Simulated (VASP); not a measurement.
# Ta2N (P-31m) in VASP: notebook

Runs on Ta2N. Level: LDA. Tasks: single point.

Everything below comes from runs of VASP 6.6.1. Logs are shortened: lines on timing, memory, paths and dates and some standing lists are left out, and cuts for length are marked.

## 1. The cell of the first run

It takes space group P-31m (No. 162, trigonal). The conventional cell has a = 5.264 Å, b = 5.264 Å, c = 4.818 Å, α = 90.00°, β = 90.00°, γ = 120.00°. Within 2.7 Å of Ta (site symmetry m) lie 3 N at 2.02 to 2.19 Å. Within 2.9 Å of N (site symmetry 32) lie 6 Ta at 2.19 Å. Within 2.7 Å of N (site symmetry -3m) lie 6 Ta at 2.02 Å.

## 2. Single point, LDA (c/a of the conventional cell at fixed volume 0.9153)

The input, INCAR:

```
PREC     = Accurate       # precision mode
ENCUT    = 520            # plane-wave cutoff, eV
EDIFF    = 1E-6           # SCF threshold, eV
ISMEAR   = 0              # smearing method
SIGMA    = 0.15           # smearing width, eV
LREAL    = F              # projectors in reciprocal space
LASPH    = T              # aspherical terms in the spheres
NELM     = 60             # most SCF steps
ALGO     = Normal         # electronic algorithm
ISIF     = 2              # what is computed and relaxed
LWAVE    = F              # write WAVECAR
LCHARG   = F              # write CHGCAR
NBANDS   = 50             # bands
```

The input, KPOINTS:

```
Automatic mesh
0
Gamma
  9 9 8
```

The input, POSCAR:

```
Ta2N
1.0
    5.2641495424      0.0000000000      0.0000000000
   -2.6320747712      4.5588872330      0.0000000000
    0.0000000000      0.0000000000      4.8182760762
Ta N
6 3
Direct
    0.6908347477      0.6908347477      0.7526041962
    0.0000000000      0.3091652523      0.7526041962
    0.3091652523      0.0000000000      0.7526041962
    0.3091652523      0.3091652523      0.2473958038
    0.0000000000      0.6908347477      0.2473958038
    0.6908347477      0.0000000000      0.2473958038
    0.6666666667      0.3333333333      0.5000000000
    0.3333333333      0.6666666667      0.5000000000
    0.0000000000      0.0000000000      0.0000000000
```

Potentials or basis: VASP PAW LDA potentials, release 64 (Ta_pv, N).

Command:

```bash
$ cat potpaw_LDA.64/Ta_pv/POTCAR potpaw_LDA.64/N/POTCAR > POTCAR
$ mpirun -np 1 vasp_std > vasp.out
```

OUTCAR:

```text
PREC = Accurate
   ENCUT = 520
   EDIFF = 1E-6
   ISMEAR = 0
   LREAL = F
   LASPH = T
   NELM = 60
   ISIF = 2

 ion  position               nearest neighbor table
   1  0.691  0.691  0.753-   9 2.02   7 2.19   8 2.19   2 2.82   3 2.82   6 2.89   5 2.89   6 2.93
                             5 2.93   4 3.12   3 3.16   2 3.16   2 3.16   3 3.16   4 3.16
   2  0.000  0.309  0.753-   9 2.02   7 2.19   8 2.19   1 2.82   3 2.82   6 2.89   4 2.89   6 2.93
                             4 2.93   5 3.12   3 3.16   1 3.16   1 3.16   3 3.16   5 3.16
   3  0.309  0.000  0.753-   9 2.02   8 2.19   7 2.19   2 2.82   1 2.82   4 2.89   5 2.89   5 2.93
                             4 2.93   6 3.12   2 3.16   1 3.16   1 3.16   2 3.16   6 3.16
   4  0.309  0.309  0.247-   9 2.02   8 2.19   7 2.19   5 2.82   6 2.82   3 2.89   2 2.89   3 2.93
                             2 2.93   1 3.12   6 3.16   5 3.16   5 3.16   6 3.16   1 3.16
   5  0.000  0.691  0.247-   9 2.02   8 2.19   7 2.19   4 2.82   6 2.82   3 2.89   1 2.89   3 2.93
                             1 2.93   2 3.12   6 3.16   4 3.16   4 3.16   6 3.16   2 3.16
   6  0.691  0.000  0.247-   9 2.02   7 2.19   8 2.19   5 2.82   4 2.82   1 2.89   2 2.89   1 2.93
                             2 2.93   3 3.12   5 3.16   4 3.16   4 3.16   5 3.16   3 3.16
   7  0.667  0.333  0.500-   6 2.19   2 2.19   5 2.19   3 2.19   1 2.19   4 2.19
   8  0.333  0.667  0.500-   3 2.19   5 2.19   2 2.19   6 2.19   4 2.19   1 2.19
   9  0.000  0.000  0.000-   1 2.02   2 2.02   4 2.02   5 2.02   3 2.02   6 2.02

  LATTYP: Found a hexagonal cell.
 ALAT       =     5.2641495424
 C/A-ratio  =     0.9153000000

  Lattice vectors:

 A1 = (   5.2641495424,   0.0000000000,   0.0000000000)
 A2 = (  -2.6320747712,   4.5588872330,   0.0000000000)
 A3 = (   0.0000000000,   0.0000000000,   4.8182760762)

Analysis of symmetry for initial positions (statically):
=====================================================================
 Subroutine PRICEL returns:
 Original cell was already a primitive cell.

 Routine SETGRP: Setting up the symmetry group for a
 hexagonal supercell.

 Subroutine GETGRP returns: Found 12 space group operations
 (whereof 12 operations were pure point group operations)
 out of a pool of 24 trial point group operations.

The static configuration has the point symmetry D_3d.

Analysis of symmetry for dynamics (positions and initial velocities):
=====================================================================
 Subroutine PRICEL returns:
 Original cell was already a primitive cell.

 Routine SETGRP: Setting up the symmetry group for a
 hexagonal supercell.

 Subroutine GETGRP returns: Found 12 space group operations
 (whereof 12 operations were pure point group operations)
 out of a pool of 24 trial point group operations.

The dynamic configuration has the point symmetry D_3d.

 Subroutine INISYM returns: Found 12 space group operations
 (whereof 12 operations are pure point group operations),
 and found     1 'primitive' translations

----------------------------------------------------------------------------------------

                                     Primitive cell

  volume of cell :     115.6322

  direct lattice vectors                    reciprocal lattice vectors
     5.264149542  0.000000000  0.000000000     0.189964208  0.109675887  0.000000000
    -2.632074771  4.558887233  0.000000000     0.000000000  0.219351774  0.000000000
     0.000000000  0.000000000  4.818276076     0.000000000  0.000000000  0.207543110

  length of vectors
     5.264149542  5.264149542  4.818276076     0.219351774  0.219351774  0.207543110

  position of ions in fractional coordinates (direct lattice)
     0.690834748  0.690834748  0.752604196
     0.000000000  0.309165252  0.752604196
     0.309165252  0.000000000  0.752604196
     0.309165252  0.309165252  0.247395804
     0.000000000  0.690834748  0.247395804
     0.690834748  0.000000000  0.247395804
     0.666666667  0.333333333  0.500000000
     0.333333333  0.666666667  0.500000000
     0.000000000  0.000000000  0.000000000

  ion indices of the primitive-cell ions
   primitive index   ion index
                 1           1
                 2           2
                 3           3
                 4           4
                 5           5
                 6           6
                 7           7
                 8           8
                 9           9

----------------------------------------------------------------------------------------

 KPOINTS: Automatic mesh

Automatic generation of k-mesh.
 Grid dimensions read from file:
 generate k-points for:    9    9    8

 Generating k-lattice:

  Cartesian coordinates                     Fractional coordinates (reciprocal lattice)
     0.021107134  0.012186210  0.000000000     0.111111111  0.000000000  0.000000000
     0.000000000  0.024372419  0.000000000     0.000000000  0.111111111  0.000000000
     0.000000000  0.000000000  0.025942889     0.000000000  0.000000000  0.125000000

  Length of vectors
     0.024372419  0.024372419  0.025942889

  Shift w.r.t. Gamma in fractional coordinates (k-lattice)
     0.000000000  0.000000000  0.000000000

 Subroutine IBZKPT returns following result:
 ===========================================

 Found     81 irreducible k-points:

 Following reciprocal coordinates:
            Coordinates               Weight
  0.000000  0.000000  0.000000      1.000000
  0.111111 -0.000000  0.000000      6.000000
  0.222222  0.000000  0.000000      6.000000
  0.333333 -0.000000  0.000000      6.000000
  0.444444  0.000000  0.000000      6.000000
  0.111111  0.111111  0.000000      6.000000
[... 16 lines left out ...]
 -0.111111  0.444444  0.125000     12.000000
  0.444444  0.111111  0.125000      6.000000
 [... further k-points ...]
   k-points           NKPTS =     81   k-points in BZ     NKDIM =     81   number of bands    NBANDS=     50
   number of dos      NEDOS =    301   number of ions     NIONS =      9
   total plane-waves  NPLWV =  57600
   dimension x,y,z NGX =    40 NGY =   40 NGZ =   36
   dimension x,y,z NGXF=    80 NGYF=   80 NGZF=   72
   ions per type =               6   3
   NGX,Y,Z   is equivalent  to a cutoff of  12.63, 12.63, 12.42 a.u.
   NGXF,Y,Z  is equivalent  to a cutoff of  25.26, 25.26, 24.84 a.u.
 SYSTEM =  unknown system
   PREC   = accura    normal or accurate (medium, high low for compatibility)
   ISTART =      0    job   : 0-new  1-cont  2-samecut
   ICHARG =      2    charge: 1-file 2-atom 10-const
   ISPIN  =      1    spin polarized calculation?
   LNONCOLLINEAR =      F non collinear calculations
   LSORBIT =      F    spin-orbit coupling
   LASPH  =      T    aspherical Exc in radial PAW
   ENCUT  =  520.0 eV  38.22 Ry    6.18 a.u.   9.79  9.79  8.96*2*pi/ulx,y,z
   NELM   =     60;   NELMIN=  2; NELMDL= -5     # of ELM steps
   EDIFF  = 0.1E-05   stopping-criterion for ELM
   LREAL  =      F    real-space projection
   EDIFFG = 0.1E-04   stopping-criterion for IOM
   NSW    =      0    number of steps for IOM
   IBRION =     -1    ionic relax: 0-MD 1-quasi-New 2-CG
   NFREE  =      0    steps in history (QN), initial steepest desc. (CG)
   ISIF   =      2    stress and relaxation
   ISYM   =      2    0-nonsym 1-usesym 2-fastsym
   POTIM  = 0.5000    time-step for ionic-motion
   TEBEG  =    0.0;   TEEND  =   0.0 temperature during run
   PSTRESS=    0.0 pullay stress
   NELECT =      81.0000    total number of electrons
   NUPDOWN=      -1.0000    fix difference up-down
   EMIN   =  10.00;   EMAX   =-10.00  energy-range for DOS
   EFERMI =   0.00;   METHOD = LEGACY
   ISMEAR =     0;   SIGMA  =   0.15  broadening in eV -4-tet -1-fermi 0-gaus
   EFERMI_NEDOS =   21; number of points for ismear=-14 and -15
   IALGO  =     38    algorithm
   IMIX   =      4    mixing-type and parameters
     AMIX     =   0.40;   BMIX     =  1.00
     AMIX_MAG =   1.60;   BMIX_MAG =  1.00
  volume/ion in A,a.u.               =      12.85        86.70
  Fermi-wavevector in a.u.,A,eV,Ry     =   1.453930  2.747530 28.761537  2.113913
  Thomas-Fermi vector in A             =   2.571140
   LORBIT       =      0    0 simple, 1 ext, 2 COOP (PROOUT), +10 PAW based schemes
   GGA     = CA    functional components
   LHFCALC =     F    Hartree Fock is set to
   AEXX    =    0.0000 exact exchange contribution
   IVDW    =     0    specifies the selected vdW correction
   LEPSILON=     F    determine dielectric tensor
   LRPA    =     F    only Hartree local field effects (RPA)
 non-spin polarized calculation
 Gauss-broadening in eV      SIGMA  =   0.15
  energy-cutoff  :      520.00
  volume of cell :      115.63
 maximum number of plane-waves:      3137
   NGX = 19   NGY = 19   NGZ = 17

 number of electron      81.0000001 magnetization

 Free energy of the ion-electron system (eV)
  ---------------------------------------------------
  ext. energy  EPLUGINS =         0.00000000
  ---------------------------------------------------
  free energy    TOTEN  =      -112.69971261 eV

  energy without entropy =     -112.65498804  energy(sigma->0) =     -112.67735032

 E-fermi :   7.4640     XC(G=0): -13.3243

 val. band max:        7.4550982512   @ k =   0.2222   0.1111   0.3750
 cond. band min:       7.4731256939   @ k =  -0.1111   0.4444   0.1250
 fundamental gap:      0.0180274427
 Fermi energy:         7.4639660206

 k-point     1 :       0.0000    0.0000    0.0000
  band No.  band energies     occupation
      1     -28.1607      2.00000
      2     -27.3739      2.00000
      3     -27.3665      2.00000
      4     -27.3665      2.00000
      5     -27.3575      2.00000
      6     -27.2380      2.00000
[... 42 lines left out ...]
     49      10.8059      0.00000
     50      11.4611      0.00000

 k-point     2 :       0.1111   -0.0000    0.0000
  band No.  band energies     occupation
      1     -28.1476      2.00000
      2     -27.4097      2.00000
      3     -27.3982      2.00000
      4     -27.3749      2.00000
      5     -27.3333      2.00000
      6     -27.2915      2.00000
[... 1158 lines left out ...]
 k-point    24 :       0.4444    0.1111    0.1250
  band No.  band energies     occupation
      1     -28.0341      2.00000
      2     -27.4859      2.00000
      3     -27.4746      2.00000
      4     -27.4165      2.00000
      5     -27.3389      2.00000
      6     -27.2128      2.00000
[... 42 lines left out ...]
     49      10.7468      0.00000
     50      10.9172      0.00000

 [... further k-points ...]
[... 5 lines left out ...]
  --------------------------------------------------------------------------------------
  -------------------------------------------------------------------------------------
  Total        5.0833150      5.0833150      7.3854793      0.0000000     -0.0000000      0.0000000
  in kB       70.4334330     70.4334330    102.3317780      0.0000000     -0.0000000      0.0000000
  external PRESSURE =      81.0662147 kB  Pullay stress =       0.0000000 kB

 VOLUME and BASIS-vectors are now :
 -----------------------------------------------------------------------------
  energy-cutoff  :      520.00
  volume of cell :      115.63
      direct lattice vectors                 reciprocal lattice vectors
     5.264149542  0.000000000  0.000000000     0.189964208  0.109675887  0.000000000
    -2.632074771  4.558887233  0.000000000     0.000000000  0.219351774  0.000000000
     0.000000000  0.000000000  4.818276076     0.000000000  0.000000000  0.207543110

 POSITION                                       TOTAL-FORCE (eV/Angst)
 -----------------------------------------------------------------------------------
      1.81833      3.14944      3.62625        -1.915232     -3.317278     -1.560718
     -0.81375      1.40945      3.62625        -1.915232      3.317278     -1.560718
      1.62749      0.00000      3.62625         3.830463     -0.000000     -1.560718
      0.81375      1.40945      1.19202         1.915232      3.317278      1.560718
     -1.81833      3.14944      1.19202         1.915232     -3.317278      1.560718
      3.63666      0.00000      1.19202        -3.830463     -0.000000      1.560718
      2.63207      1.51963      2.40914        -0.000000     -0.000000     -0.000000
     -0.00000      3.03926      2.40914         0.000000     -0.000000     -0.000000
      0.00000      0.00000      0.00000        -0.000000     -0.000000     -0.000000
 -----------------------------------------------------------------------------------
    total drift:                                0.000000     -0.000000      0.000000

  FREE ENERGIE OF THE ION-ELECTRON SYSTEM (eV)
  ---------------------------------------------------
  free  energy   TOTEN  =      -112.6997126075 eV

  energy  without entropy=     -112.6549880423  energy(sigma->0) =     -112.67735032
```

Run time: 3.1 min. Hardware: 1 thread of Intel Xeon 6975P-C (Granite Rapids), shared host; peak memory 0.42 GiB.

Results:

```
Free energy   : -112.6997 eV
Pressure      : 8.1 GPa
Largest force : 4.136 eV/Å
```

Forces on the atoms (eV/Å):
```
Ta  -1.915 -3.317 -1.561
Ta  -1.915  3.317 -1.561
Ta   3.830  0.000 -1.561
Ta   1.915  3.317  1.561
Ta   1.915 -3.317  1.561
Ta  -3.830  0.000  1.561
N    0.000  0.000  0.000
N    0.000  0.000  0.000
N    0.000  0.000  0.000
```

Levels at points of the mesh, in eV from the Fermi level:
| k point | band 39 | band 40 | band 41 | band 42 | band 43 | band 44 |
| --- | --- | --- | --- | --- | --- | --- |
| (0.00, 0.00, 0.00) | -0.18 | -0.08 | -0.08 | 0.01 | 0.01 | 0.87 |
| (0.00, 0.00, 0.50) | -1.36 | -1.36 | -1.25 | 0.19 | 0.19 | 1.54 |

Caveat: spin-orbit coupling is left out, which moves the levels of the heavy elements; forces of over 1 eV/Å act on the atoms, so gaps and moduli don't describe the material at rest.

## 3. Single point, LDA (c/a of the conventional cell at fixed volume 0.8966)

The input, INCAR:

```
ALGO     = Normal         # electronic algorithm
EDIFF    = 1E-6           # SCF threshold, eV
ENCUT    = 520            # plane-wave cutoff, eV
ISIF     = 2              # what is computed and relaxed
ISMEAR   = 0              # smearing method
LASPH    = T              # aspherical terms in the spheres
LCHARG   = F              # write CHGCAR
LREAL    = F              # projectors in reciprocal space
LWAVE    = F              # write WAVECAR
NBANDS   = 50             # bands
NELM     = 100            # most SCF steps
PREC     = Accurate       # precision mode
SIGMA    = 0.15           # smearing width, eV
```

The input, KPOINTS:

```
k-points
0
Gamma
  9 9 8
```

The input, POSCAR:

```
Ta2N
1.0
    5.3004953848      0.0000000000      0.0000000000
   -2.6502476924      4.5903636559      0.0000000000
    0.0000000000      0.0000000000      4.7524241620
Ta N
6 3
Direct
    0.6549760690      0.6549760690      0.7526041962
    0.0000000000      0.3450239310      0.7526041962
    0.3450239310      0.0000000000      0.7526041962
    0.3450239310      0.3450239310      0.2473958038
    0.0000000000      0.6549760690      0.2473958038
    0.6549760690      0.0000000000      0.2473958038
    0.6666666667      0.3333333333      0.5000000000
    0.3333333333      0.6666666667      0.5000000000
    0.0000000000      0.0000000000      0.0000000000
```

Potentials or basis: VASP PAW LDA potentials, release 64 (Ta_pv, N).

Command:

```bash
$ cat potpaw_LDA.64/Ta_pv/POTCAR potpaw_LDA.64/N/POTCAR > POTCAR
$ mpirun -np 1 vasp_std > vasp.out
```

It took 3.6 min on 1 thread of Intel Xeon 6975P-C (Granite Rapids), shared host; peak memory 0.43 GiB.

Results (log left out):

* Free energy: -113.6672 eV
* Pressure: 2.9 GPa
* Largest force: 1.695 eV/Å

Forces in eV/Å, atoms in the order of the input:
```
Ta   0.783  1.357  0.648
Ta   0.783 -1.357  0.648
Ta  -1.567  0.000  0.648
Ta  -0.783 -1.357 -0.648
Ta  -0.783  1.357 -0.648
Ta   1.567  0.000 -0.648
N    0.000  0.000  0.000
N    0.000  0.000  0.000
N    0.000  0.000  0.000
```

Stress tensor (GPa, compression positive):
```
-1.32  0.00  0.00
 0.00 -1.32  0.00
 0.00  0.00 11.48
```

Levels at points of the mesh, in eV from the Fermi level:
```tsv
k point	band 37	band 38	band 39	band 40	band 41	band 42	band 43	band 44	band 45	band 46
(0.00, 0.00, 0.00)	-1.44	-0.70	-0.70	-0.67	-0.32	-0.32	-0.13	0.33	0.33	2.03
(0.00, 0.00, 0.50)	-1.86	-1.77	-1.47	-1.47	-0.59	0.64	0.64	0.75	1.57	1.57
```

Caveat: spin-orbit coupling is left out, which moves the levels of the heavy elements; forces of over 1 eV/Å act on the atoms, so gaps and moduli don't describe the material at rest.

(Part 1 of 2 ends here.)
